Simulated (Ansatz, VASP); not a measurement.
Zn2SiN2: VASP beside Ansatz

```
Zn Si N
1.0
     4.31711    0.00000    0.00000
    -2.15856    3.73873    0.00000
     0.00000    0.00000   10.58222
Zn Si N
2 1 2
Direct
  0.33333 0.66667 0.50000
  0.66667 0.33333 0.50000
  0.00000 0.00000 0.50000
  0.00000 0.00000 0.05209
  0.00000 0.00000 0.94791
```

Alike in both runs: functional PBE; k mesh 12 × 12 × 4; occupations gaussian, width 0.1 eV; no spin polarisation.

Ansatz relaxed the structure, and its values are those at the end. VASP's run is a single point on that final structure, the one shown.

|  | VASP | Ansatz |
| --- | --- | --- |
| version | VASP 6.6.1 | Ansatz 0.2.0 |
| potentials or method | VASP PAW PBE potentials, release 64 (Zn, Si, N), cutoff 520 eV | scalar-relativistic, plane waves, PAW |
| valence electrons in the cell | 38 | 38 |

```tsv
	VASP	Ansatz	Ansatz less VASP
gap on the k mesh at the Fermi level (eV)	none	none	-
pressure (GPa)	0.6	0.0	-0.61
rms of the force components (eV/Å)	0.637	0.003	-0.6337
```

A gap of «none» marks a metal or a gap that the smearing closes. One of these differences is far larger than is usual between the two programs; its cause wasn't traced. The functional is the same, so the differences come from potentials, cutoffs and numerics. Ansatz's warnings: xc potential rough in thin density.

Noted on VASP's run: the standard files for N, O and F lose accuracy on very short bonds.
